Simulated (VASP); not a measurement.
# CaO (P2_1/m) in VASP: notebook

CaO is run at these levels: PBE; tasks: single point.

Program: VASP 6.6.1. These are calculated values, not measurements. Logs are shortened: lines on timing, memory, paths and dates and some standing lists are left out, and cuts for length are marked.

## 1. The cell of the first run

Symmetry: P2_1/m, No. 11, monoclinic system. The conventional cell has a = 3.932 Å, b = 4.785 Å, c = 3.993 Å, α = 90.00°, β = 118.49°, γ = 90.00°. Within 3.0 Å of Ca (site symmetry m) lie 5 O at 2.27 to 2.39 Å. O (site symmetry m) has 5 Ca at 2.27 to 2.39 Å within 3.0 Å.

## 2. Single point, PBE (strain +0.0350 x Voigt [0, 0, 0, 0, 0, 1])

INCAR

```
SYSTEM = CaO
PREC     = Accurate       ! precision mode
ENCUT    = 520            ! plane-wave cutoff, eV
EDIFF    = 1E-7           ! SCF threshold, eV
ISMEAR   = 0              ! smearing method
SIGMA    = 0.05           ! smearing width, eV
LREAL    = .False.        ! projectors in reciprocal space
LASPH    = .True.         ! aspherical terms in the spheres
NELM     = 60             ! most SCF steps
ALGO     = Normal         ! electronic algorithm
ISIF     = 2              ! what is computed and relaxed
LWAVE    = .False.        ! write WAVECAR
LCHARG   = .False.        ! write CHGCAR
GGA      = PE             ! functional
NBANDS   = 24             ! bands
```

KPOINTS

```
regular mesh
0
Gamma
  9 9 6
  0 0 0
```

POSCAR

```
CaO
1.0
    3.9919758245      0.0698595769      0.0000000000
   -1.9354877439      3.4222226869      0.0000000000
    0.0000000000      0.0000000000      4.7848400100
Ca O
2 2
Direct
    0.3333333333      0.6666666667      0.7500000000
    0.6666666667      0.3333333333      0.2500000000
    0.3333333333      0.6666666667      0.2500000000
    0.6666666667      0.3333333333      0.7500000000
```

Potentials or basis: VASP PAW PBE potentials, release 64 (Ca_sv, O).

On the command line:

```bash
$ cat potpaw_PBE.64/Ca_sv/POTCAR potpaw_PBE.64/O/POTCAR > POTCAR
$ mpirun -np 1 vasp_std > vasp.out
```

OUTCAR:

```text
SYSTEM = CaO
   PREC = Accurate
   ENCUT = 520
   EDIFF = 1E-7
   ISMEAR = 0
   LREAL = .False.
   LASPH = .True.
   NELM = 60
   ISIF = 2
   GGA = PE

 ion  position               nearest neighbor table
   1  0.333  0.667  0.750-   4 2.27   4 2.31   4 2.34   3 2.39   3 2.39
   2  0.667  0.333  0.250-   3 2.27   3 2.31   3 2.34   4 2.39   4 2.39
   3  0.333  0.667  0.250-   2 2.27   2 2.31   2 2.34   1 2.39   1 2.39
   4  0.667  0.333  0.750-   1 2.27   1 2.31   1 2.34   2 2.39   2 2.39

  Warning from LATTYP: Monoclinic adjustment (A1->A3, A2->A1, A3->A2)!
  LATTYP: Found a simple monoclinic cell.
 ALAT       =     3.9316308226
 B/A-ratio  =     1.2170115216
 C/A-ratio  =     1.0155040565
 COS(beta)  =    -0.4769806211

  Lattice vectors:

 A1 = (  -1.9354877439,   3.4222226869,   0.0000000000)
 A2 = (   0.0000000000,   0.0000000000,   4.7848400100)
 A3 = (   3.9919758245,   0.0698595769,   0.0000000000)

Analysis of symmetry for initial positions (statically):
=====================================================================
 Subroutine PRICEL returns:
 Original cell was already a primitive cell.

 Routine SETGRP: Setting up the symmetry group for a
 simple monoclinic supercell.

 Subroutine GETGRP returns: Found  4 space group operations
 (whereof  2 operations were pure point group operations)
 out of a pool of  4 trial point group operations.

The static configuration has the point symmetry S_2 .
 The point group associated with its full space group is C_2h.

Analysis of symmetry for dynamics (positions and initial velocities):
=====================================================================
 Subroutine PRICEL returns:
 Original cell was already a primitive cell.

 Routine SETGRP: Setting up the symmetry group for a
 simple monoclinic supercell.

 Subroutine GETGRP returns: Found  4 space group operations
 (whereof  2 operations were pure point group operations)
 out of a pool of  4 trial point group operations.

The dynamic configuration has the point symmetry S_2 .
 The point group associated with its full space group is C_2h.

 Subroutine INISYM returns: Found  4 space group operations
 (whereof  2 operations are pure point group operations),
 and found     1 'primitive' translations

----------------------------------------------------------------------------------------

[... 95 lines left out ...]
   NELM   =     60;   NELMIN=  2; NELMDL= -5     # of ELM steps
   EDIFF  = 0.1E-06   stopping-criterion for ELM
   LREAL  =      F    real-space projection
   EDIFFG = 0.1E-05   stopping-criterion for IOM
   NSW    =      0    number of steps for IOM
   IBRION =     -1    ionic relax: 0-MD 1-quasi-New 2-CG
   NFREE  =      0    steps in history (QN), initial steepest desc. (CG)
   ISIF   =      2    stress and relaxation
   ISYM   =      2    0-nonsym 1-usesym 2-fastsym
   POTIM  = 0.5000    time-step for ionic-motion
   TEBEG  =    0.0;   TEEND  =   0.0 temperature during run
   PSTRESS=    0.0 pullay stress
   NELECT =      32.0000    total number of electrons
   NUPDOWN=      -1.0000    fix difference up-down
   EMIN   =  10.00;   EMAX   =-10.00  energy-range for DOS
   EFERMI =   0.00;   METHOD = LEGACY
   ISMEAR =     0;   SIGMA  =   0.05  broadening in eV -4-tet -1-fermi 0-gaus
   EFERMI_NEDOS =   21; number of points for ismear=-14 and -15
   IALGO  =     38    algorithm
   IMIX   =      4    mixing-type and parameters
     AMIX     =   0.40;   BMIX     =  1.00
     AMIX_MAG =   1.60;   BMIX_MAG =  1.00
  volume/ion in A,a.u.               =      16.50       111.37
  Fermi-wavevector in a.u.,A,eV,Ry     =   1.286011  2.430208 22.501631  1.653823
  Thomas-Fermi vector in A             =   2.418111
   LORBIT       =      0    0 simple, 1 ext, 2 COOP (PROOUT), +10 PAW based schemes
   GGA     = PE    functional components
   LHFCALC =     F    Hartree Fock is set to
   AEXX    =    0.0000 exact exchange contribution
   IVDW    =     0    specifies the selected vdW correction
   LEPSILON=     F    determine dielectric tensor
   LRPA    =     F    only Hartree local field effects (RPA)
 non-spin polarized calculation
 Gauss-broadening in eV      SIGMA  =   0.05
  energy-cutoff  :      520.00
  volume of cell :       66.01
 maximum number of plane-waves:      1799
 NGX is ok and might be reduce to    30
   NGX = 15   NGY = 15   NGZ = 17

 number of electron      31.9999990 magnetization

 Free energy of the ion-electron system (eV)
  ---------------------------------------------------
  ext. energy  EPLUGINS =         0.00000000
  ---------------------------------------------------
  free energy    TOTEN  =       -25.33480545 eV

  energy without entropy =      -25.33480545  energy(sigma->0) =      -25.33480545

 E-fermi :   1.5581     XC(G=0):  -9.3962

 val. band max:        1.3450713598   @ k =   0.0000   0.0000   0.0000
 cond. band min:       4.5100734445   @ k =   0.0000   0.0000   0.0000
 fundamental gap:      3.1650020847
 Fermi energy:         1.5580635805

 k-point     1 :       0.0000    0.0000    0.0000
  band No.  band energies     occupation
      1     -36.3065      2.00000
      2     -36.1756      2.00000
      3     -17.6445      2.00000
      4     -17.4098      2.00000
      5     -17.4006      2.00000
      6     -17.2115      2.00000
[... 637 lines left out ...]
     23       9.5620      0.00000
     24       9.7371      0.00000

 [... further k-points ...]

------------------------ aborting loop because EDIFF is reached ----------------------------------------

  FORCE on cell =-STRESS in cart. coord.  units (eV):
  Direction    XX          YY          ZZ          XY          YZ          ZX
  --------------------------------------------------------------------------------------
  -------------------------------------------------------------------------------------
  Total        0.6220772      0.5910232      0.7182608     -0.5912614      0.0000000      0.0000000
  in kB       15.0978129     14.3441326     17.4321875    -14.3499132      0.0000000      0.0000000
  external PRESSURE =      15.6247110 kB  Pullay stress =       0.0000000 kB

 VOLUME and BASIS-vectors are now :
 -----------------------------------------------------------------------------
  energy-cutoff  :      520.00
  volume of cell :       66.01
      direct lattice vectors                 reciprocal lattice vectors
     3.991975824  0.069859577  0.000000000     0.248047499  0.140286866  0.000000000
    -1.935487744  3.422222687  0.000000000    -0.005063520  0.289344005  0.000000000
     0.000000000  0.000000000  4.784840010     0.000000000  0.000000000  0.208993404

 POSITION                                       TOTAL-FORCE (eV/Angst)
 -----------------------------------------------------------------------------------
      0.04033      2.30477      3.58863        -0.226390      0.011721      0.000000
      2.01615      1.18731      1.19621         0.226390     -0.011721      0.000000
      0.04033      2.30477      1.19621        -0.175145      0.010927      0.000000
      2.01615      1.18731      3.58863         0.175145     -0.010927      0.000000
 -----------------------------------------------------------------------------------
    total drift:                               -0.000000      0.000000     -0.000000

  FREE ENERGIE OF THE ION-ELECTRON SYSTEM (eV)
  ---------------------------------------------------
  free  energy   TOTEN  =       -25.3348054461 eV

  energy  without entropy=      -25.3348054461  energy(sigma->0) =      -25.33480545
```

OSZICAR:

```text
N       E                     dE             d eps       ncg     rms          rms(c)
DAV:   1     0.323047764520E+03    0.32305E+03   -0.16430E+04  7896   0.133E+03
DAV:   2    -0.356436973746E+01   -0.32661E+03   -0.30841E+03  9280   0.388E+02
DAV:   3    -0.291957879867E+02   -0.25631E+02   -0.25457E+02 12768   0.104E+02
DAV:   4    -0.301027097675E+02   -0.90692E+00   -0.90558E+00 11200   0.172E+01
DAV:   5    -0.301258714975E+02   -0.23162E-01   -0.23161E-01 11256   0.198E+00    0.131E+01
DAV:   6    -0.254606408865E+02    0.46652E+01   -0.22068E+01 11384   0.301E+01    0.543E+00
DAV:   7    -0.253832598641E+02    0.77381E-01   -0.25427E+00 10328   0.104E+01    0.282E+00
DAV:   8    -0.253418906534E+02    0.41369E-01   -0.35560E-01 11072   0.459E+00    0.927E-01
DAV:   9    -0.253309594722E+02    0.10931E-01   -0.98228E-02 10016   0.189E+00    0.228E-01
DAV:  10    -0.253350226432E+02   -0.40632E-02   -0.10148E-02  8872   0.681E-01    0.146E-01
DAV:  11    -0.253349808045E+02    0.41839E-04   -0.63487E-03 10120   0.430E-01    0.107E-01
DAV:  12    -0.253348019072E+02    0.17890E-03   -0.10695E-03  9184   0.235E-01    0.133E-02
DAV:  13    -0.253348046768E+02   -0.27696E-05   -0.51322E-05 11000   0.513E-02    0.612E-03
DAV:  14    -0.253348056879E+02   -0.10111E-05   -0.46265E-06 10496   0.132E-02    0.198E-03
DAV:  15    -0.253348054791E+02    0.20881E-06   -0.40855E-07  9880   0.431E-03    0.643E-04
DAV:  16    -0.253348054461E+02    0.33026E-07   -0.22016E-08  6376   0.124E-03
   1 F= -.25334805E+02 E0= -.25334805E+02  d E =-.763849E-12
```

stdout:

```text
POSCAR found type information on POSCAR CaO
 POSCAR found :  2 types and       4 ions
 scaLAPACK will be used
 LDA part: xc-table for (Slater+PW92), standard interpolation
 POSCAR, INCAR and KPOINTS ok, starting setup
 FFT: planning ... GRIDC
 FFT: planning ... GRID_SOFT
 FFT: planning ... GRID
 WAVECAR not read
 entering main loop
```

It took 5.1 min on 1 thread of AMD EPYC 7R43 (Zen 3), shared host; peak memory 0.3 GiB.

What came out:

* Free energy: -25.3348 eV
* Pressure: 1.6 GPa
* Largest force: 0.227 eV/Å
* Band gap on the k mesh: 3.17 eV

Forces on the atoms (eV/Å):
```
Ca  -0.226  0.012  0.000
Ca   0.226 -0.012  0.000
O   -0.175  0.011  0.000
O    0.175 -0.011  0.000
```

Caveat: the cell differs from its parent crystal (strain +0.0350 x Voigt [0, 0, 0, 0, 0, 1]). A k mesh can miss the band edges.

## 3. Single point, PBE (strain +0.0250 x Voigt [0, 0, 0, 0, 0, 1])

INCAR

```
SYSTEM = CaO
  PREC = Accurate
  ENCUT = 520
  EDIFF = 1E-6
  ISMEAR = 0
  SIGMA = 0.05
  LREAL = .FALSE.
  LASPH = .TRUE.
  NELM = 80
  ALGO = Normal
  ISIF = 2
  LWAVE = .FALSE.
  LCHARG = .FALSE.
  GGA = PE
  NBANDS = 24
```

KPOINTS

```
regular mesh
0
G
  9 9 6
  0 0 0
```

POSCAR, as its differences from that of step 2:

```diff
@@ -2,4 +2,4 @@
 1.0
-    3.9919758245      0.0698595769      0.0000000000
-   -1.9354877439      3.4222226869      0.0000000000
+    3.9919758245      0.0498996978      0.0000000000
+   -1.9527735063      3.4322026264      0.0000000000
     0.0000000000      0.0000000000      4.7848400100
```

Potentials or basis: VASP PAW PBE potentials, release 64 (Ca_sv, O).

On the command line:

```bash
$ cat potpaw_PBE.64/Ca_sv/POTCAR potpaw_PBE.64/O/POTCAR > POTCAR
$ mpirun -np 1 vasp_std > vasp.out
```

Run time: 4.8 min. Hardware: 1 thread of AMD EPYC 7R43 (Zen 3), shared host; peak memory 0.3 GiB.

Results (log left out):

```yaml
Free_energy: -25.3400 eV
Pressure: 1.5 GPa
Largest_force: 0.161 eV/Å
Band_gap_on_the_k_mesh: 3.16 eV
```

Forces in eV/Å, atoms in the order of the input:
```
Ca  -0.161  0.006  0.000
Ca   0.161 -0.006  0.000
O   -0.125  0.006  0.000
O    0.125 -0.006  0.000
```

Stress tensor (GPa, compression positive):
```
 1.43 -1.02  0.00
-1.02  1.39  0.00
 0.00  0.00  1.73
```

Levels at points of the mesh, in eV from the valence-band top:
```csv
k point,band 13,band 14,band 15,band 16,band 17,band 18,band 19,band 20
"(0.00, 0.00, 0.00)",-1.17,-1.13,-1.09,0.00,3.16,6.12,6.15,7.70
"(0.00, 0.00, 0.50)",-1.31,-1.31,-1.27,-1.27,4.97,4.97,7.74,7.74
```

Caveat: the cell differs from its parent crystal (strain +0.0250 x Voigt [0, 0, 0, 0, 0, 1]).
